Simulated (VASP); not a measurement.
# AlNi (Cmmm) in VASP: single point with r2SCAN

Aim: the single point of AlNi with r2SCAN.

All numbers are computed with VASP 6.6.1; they aren't measurements. Logs are shortened: lines on timing, memory, paths and dates and some standing lists are left out, and cuts for length are marked.

## 1. The cell of the first run

Symmetry: Cmmm, No. 65, orthorhombic system. The conventional cell has a = 4.045 Å, b = 4.196 Å, c = 2.870 Å, α = 90.00°, β = 90.00°, γ = 90.00°. Al (site symmetry mmm) has 8 Ni at 2.48 to 2.54 Å and 6 Al at 2.87 to 2.91 Å within 3.3 Å. Ni (site symmetry mmm) has 8 Al at 2.48 to 2.54 Å and 6 Ni at 2.87 to 2.91 Å within 3.3 Å.

## 2. Single point, r2SCAN (strain +0.0375 x Voigt [0, 1, 0, 0, 0, 0])

POSCAR

```
AlNi
1.0
    2.0223875470     -2.0979985727      0.0000000000
    2.0223875470      2.0979985727      0.0000000000
    0.0000000000      0.0000000000      2.8700173234
Al Ni
1 1
Direct
    0.0000000000      0.0000000000      0.0000000000
    0.5000000000      0.5000000000      0.5000000000
```

INCAR.step1

```
ALGO = Normal
EDIFF = 1E-4
ENCUT = 520
GGA = PE
ISMEAR = 0
LASPH = True
LCHARG = False
LREAL = False
LWAVE = True
NBANDS = 14
NELM = 80
PREC = Accurate
SIGMA = 0.15
```

INCAR.step2

```
ALGO = Normal
EDIFF = 1E-7
ENCUT = 520
ISIF = 2
ISMEAR = 0
ISTART = 1
LASPH = True
LCHARG = False
LMIXTAU = True
LREAL = False
LWAVE = False
METAGGA = R2SCAN
NBANDS = 14
NELM = 80
PREC = Accurate
SIGMA = 0.15
```

KPOINTS

```
k-points
0
Gamma
  20 20 20
```

Potentials or basis: VASP PAW PBE potentials, release 64 (Al, Ni).

Started as:

```console
$ cat potpaw_PBE.64/Al/POTCAR potpaw_PBE.64/Ni/POTCAR > POTCAR
$ cp INCAR.step1 INCAR
$ mpirun -np 1 vasp_std > vasp.out
$ cp INCAR.step2 INCAR
$ mpirun -np 1 vasp_std > vasp.out
```

OUTCAR:

```text
EDIFF = 1E-7
   ENCUT = 520
   ISIF = 2
   ISMEAR = 0
   ISTART = 1
   LASPH = True
   LREAL = False
   METAGGA = R2SCAN
   NELM = 80
   PREC = Accurate

 ion  position               nearest neighbor table
   1  0.000  0.000  0.000-   2 2.48   2 2.48   2 2.48   2 2.48   2 2.54   2 2.54   2 2.54   2 2.54

   2  0.500  0.500  0.500-   1 2.48   1 2.48   1 2.48   1 2.48   1 2.54   1 2.54   1 2.54   1 2.54

  LATTYP: Found a base centered orthorhombic cell.
 ALAT       =     4.0447750940
 B/A-ratio  =     1.0373870111
 C/A-ratio  =     0.7095616584

  Lattice vectors:

 A1 = (   2.0223875470,  -2.0979985727,   0.0000000000)
 A2 = (   2.0223875470,   2.0979985727,   0.0000000000)
 A3 = (   0.0000000000,   0.0000000000,   2.8700173234)

Analysis of symmetry for initial positions (statically):
=====================================================================
 Subroutine PRICEL returns:
 Original cell was already a primitive cell.

 Routine SETGRP: Setting up the symmetry group for a
 base centered orthorhombic supercell.

 Subroutine GETGRP returns: Found  8 space group operations
 (whereof  8 operations were pure point group operations)
 out of a pool of  8 trial point group operations.

The static configuration has the point symmetry D_2h.

Analysis of symmetry for dynamics (positions and initial velocities):
=====================================================================
 Subroutine PRICEL returns:
 Original cell was already a primitive cell.

 Routine SETGRP: Setting up the symmetry group for a
 base centered orthorhombic supercell.

 Subroutine GETGRP returns: Found  8 space group operations
 (whereof  8 operations were pure point group operations)
 out of a pool of  8 trial point group operations.

The dynamic configuration has the point symmetry D_2h.

 Subroutine INISYM returns: Found  8 space group operations
 (whereof  8 operations are pure point group operations),
 and found     1 'primitive' translations

----------------------------------------------------------------------------------------

                                     Primitive cell

  volume of cell :      24.3548

  direct lattice vectors                    reciprocal lattice vectors
     2.022387547 -2.097998573  0.000000000     0.247232535 -0.238322374  0.000000000
     2.022387547  2.097998573  0.000000000     0.247232535  0.238322374  0.000000000
     0.000000000  0.000000000  2.870017323     0.000000000  0.000000000  0.348429953

  length of vectors
[... 93 lines left out ...]
   NELECT =      13.0000    total number of electrons
   NUPDOWN=      -1.0000    fix difference up-down
   EMIN   =  10.00;   EMAX   =-10.00  energy-range for DOS
   EFERMI =   0.00;   METHOD = LEGACY
   ISMEAR =     0;   SIGMA  =   0.15  broadening in eV -4-tet -1-fermi 0-gaus
   EFERMI_NEDOS =   21; number of points for ismear=-14 and -15
   IALGO  =     38    algorithm
   IMIX   =      4    mixing-type and parameters
     AMIX     =   0.40;   BMIX     =  1.00
     AMIX_MAG =   1.60;   BMIX_MAG =  1.00
  volume/ion in A,a.u.               =      12.18        82.18
  Fermi-wavevector in a.u.,A,eV,Ry     =   1.327989  2.509536 23.994632  1.763556
  Thomas-Fermi vector in A             =   2.457260
   LORBIT       =      0    0 simple, 1 ext, 2 COOP (PROOUT), +10 PAW based schemes
   METAGGA = R2SCAN    functional components
   LHFCALC =     F    Hartree Fock is set to
   AEXX    =    0.0000 exact exchange contribution
   IVDW    =     0    specifies the selected vdW correction
   LEPSILON=     F    determine dielectric tensor
   LRPA    =     F    only Hartree local field effects (RPA)
 non-spin polarized calculation
 Gauss-broadening in eV      SIGMA  =   0.15
  energy-cutoff  :      520.00
  volume of cell :       24.35
 maximum number of plane-waves:       677
 NGX is ok and might be reduce to    24
   NGX = 11   NGY = 11   NGZ = 11

 number of electron      13.0000011 magnetization

 Free energy of the ion-electron system (eV)
  ---------------------------------------------------
  ext. energy  EPLUGINS =         0.00000000
  ---------------------------------------------------
  free energy    TOTEN  =       -20.04099607 eV

  energy without entropy =      -20.03136485  energy(sigma->0) =      -20.03618046

 E-fermi :   9.6489     XC(G=0): -12.9165

 val. band max:        9.6478303183   @ k =  -0.4000   0.2500   0.4500
 cond. band min:       9.6498583162   @ k =  -0.3500   0.1000   0.3500
 fundamental gap:      0.0020279979
 Fermi energy:         9.6488575310

 k-point     1 :       0.0000    0.0000    0.0000
  band No.  band energies     occupation
      1      -1.9278      2.00000
      2       6.3910      2.00000
      3       6.4011      2.00000
      4       8.0511      2.00000
      5       8.0586      2.00000
      6       8.1411      2.00000
      7      15.1506      0.00000
      8      15.4232      0.00000
      9      15.8377      0.00000
     10      17.9277      0.00000
     11      18.0470      0.00000
     12      24.3535      0.00000
     13      31.0412      0.00000
     14      31.5452      0.00000
[... 377 lines left out ...]
      1       0.3528      2.00000
      2       4.9289      2.00000
      3       6.7857      2.00000
      4       7.4662      2.00000
      5       7.5554      2.00000
      6       8.1479      2.00000
      7       9.3701      1.99143
      8      17.3399      0.00000
      9      18.5065      0.00000
     10      18.6318      0.00000
     11      22.4996      0.00000
     12      23.3009      0.00000
     13      23.9575      0.00000
     14      27.1044      0.00000

 [... further k-points ...]

------------------------ aborting loop because EDIFF is reached ----------------------------------------

  FORCE on cell =-STRESS in cart. coord.  units (eV):
  Direction    XX          YY          ZZ          XY          YZ          ZX
  --------------------------------------------------------------------------------------
  -------------------------------------------------------------------------------------
  Total       -0.3039864     -1.6335505     -0.7823225     -0.0000000      0.0000000      0.0000000
  in kB      -19.9977249   -107.4630260    -51.4650394     -0.0000000      0.0000000      0.0000000
  external PRESSURE =     -59.6419301 kB  Pullay stress =       0.0000000 kB

 VOLUME and BASIS-vectors are now :
 -----------------------------------------------------------------------------
  energy-cutoff  :      520.00
  volume of cell :       24.35
      direct lattice vectors                 reciprocal lattice vectors
     2.022387547 -2.097998573  0.000000000     0.247232535 -0.238322374  0.000000000
     2.022387547  2.097998573  0.000000000     0.247232535  0.238322374  0.000000000
     0.000000000  0.000000000  2.870017323     0.000000000  0.000000000  0.348429953

 POSITION                                       TOTAL-FORCE (eV/Angst)
 -----------------------------------------------------------------------------------
      0.00000      0.00000      0.00000         0.000000      0.000000      0.000000
      2.02239      0.00000      1.43501        -0.000000     -0.000000      0.000000
 -----------------------------------------------------------------------------------
    total drift:                                0.000000     -0.000000     -0.000000

  FREE ENERGIE OF THE ION-ELECTRON SYSTEM (eV)
  ---------------------------------------------------
  free  energy   TOTEN  =       -20.0409960729 eV

  energy  without entropy=      -20.0313648541  energy(sigma->0) =      -20.03618046
```

OUTCAR.step1:

```text
EDIFF = 1E-4
   ENCUT = 520
   GGA = PE
   ISMEAR = 0
   LASPH = True
[... 632 lines left out ...]
 -----------------------------------------------------------------------------------
      0.00000      0.00000      0.00000        -0.000000      0.000000      0.000000
      2.02239      0.00000      1.43501         0.000000     -0.000000      0.000000
 -----------------------------------------------------------------------------------
    total drift:                                0.000000     -0.000000     -0.000000

  FREE ENERGIE OF THE ION-ELECTRON SYSTEM (eV)
  ---------------------------------------------------
  free  energy   TOTEN  =       -10.5301243406 eV

  energy  without entropy=      -10.5202910238  energy(sigma->0) =      -10.52520768
```

Wall time 20 min (1 thread of Intel Xeon Platinum 8259CL at 2.50GHz (Skylake/Cascade Lake), shared host); peak memory 0.51 GiB.

Results:

```yaml
Free_energy: -20.0410 eV
Pressure: -6.0 GPa
```

Levels at points of the mesh, in eV from the Fermi level:
| k point | band 5 | band 6 | band 7 | band 8 | band 9 | band 10 |
| --- | --- | --- | --- | --- | --- | --- |
| (0.00, 0.00, 0.00) | -1.59 | -1.51 | 5.50 | 5.77 | 6.19 | 8.28 |
| (0.50, 0.00, 0.00) | -2.22 | -1.47 | -0.67 | 8.52 | 10.34 | 10.80 |
| (0.50, 0.50, 0.00) | -2.08 | -2.04 | -1.03 | 1.41 | 2.60 | 13.29 |
| (0.00, 0.00, 0.50) | -2.23 | -1.49 | -0.56 | 8.64 | 10.21 | 10.47 |
| (0.50, 0.00, 0.50) | -2.14 | -2.11 | -1.00 | 1.60 | 2.66 | 12.81 |
| (0.50, 0.50, 0.50) | -0.96 | 1.80 | 2.01 | 2.31 | 4.37 | 4.39 |

Caveat: the cell differs from its parent crystal (strain +0.0375 x Voigt [0, 1, 0, 0, 0, 0]); the PAW data sets were made with another functional, which shifts forces and pressure a little. Spin polarisation is off, so any magnetic state and its effect on volume and gap are missing.
